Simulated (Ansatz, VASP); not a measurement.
**ZnSe: VASP beside Ansatz**

INCAR

```
  PREC = Accurate
  ENCUT = 520
  EDIFF = 1E-6
  ISMEAR = 0
  SIGMA = 0.05
  LREAL = False
  LASPH = True
  NELM = 100
  ALGO = Normal
  ISIF = 2
  LWAVE = False
  LCHARG = True
  GGA = PE
  LELF = True
  LVHAR = True
  NBANDS = 16
```

File KPOINTS:

```
regular mesh
0
Gamma
  12 12 12
```

File POSCAR:

```
ZnSe
1.0
    0.0000000000      2.6104328749      2.6104328749
    2.6104328749      0.0000000000      2.6104328749
    2.6104328749      2.6104328749      0.0000000000
Se Zn
1 1
Direct
    0.0000000000      0.0000000000      0.0000000000
    0.5000000000      0.5000000000      0.5000000000
```

Input for Ansatz:

```yaml
crystal:
  lattice:
    - [0.0, 2.6104328749, 2.6104328749]
    - [2.6104328749, 0.0, 2.6104328749]
    - [2.6104328749, 2.6104328749, 0.0]
  atoms:
    - { symbol: Se, position: [0.0, 0.0, 0.0] }
    - { symbol: Zn, position: [0.5, 0.5, 0.5] }
basis:
  ecutwfc: 420
  ecutrho_ratio: 4
kpoints:
  mp_grid: { grid: [12, 12, 12] }
hamiltonian:
  xc: pbe
scf:
  occupations: { method: gaussian, width: 0.05 }
output:
  forces: true
  stress: true
  eigenvalues: true
```

Alike in both runs: task single point; functional PBE; k mesh 12 × 12 × 12; occupations gaussian, width 0.05 eV; no spin polarisation.

```csv
,VASP,Ansatz
version,VASP 6.6.1,Ansatz 0.2.0
potentials or method,"VASP PAW PBE potentials, release 64 (Se, Zn), cutoff 520 eV","scalar-relativistic, plane waves, PAW"
valence electrons in the cell,18,28
```

|  | VASP | Ansatz | Ansatz less VASP |
| --- | --- | --- | --- |
| gap on the k mesh at the Fermi level (eV) | none | none | - |
| pressure (GPa) | 7.4 | 7.1 | -0.28 |

A gap of «none» marks a metal or a gap that the smearing closes. With one functional, cell and mesh, what is left measures potentials, basis and numerics. VASP's potentials hold 18 valence electrons a cell and Ansatz's 28, so a difference there can come from the potentials and not from the codes.
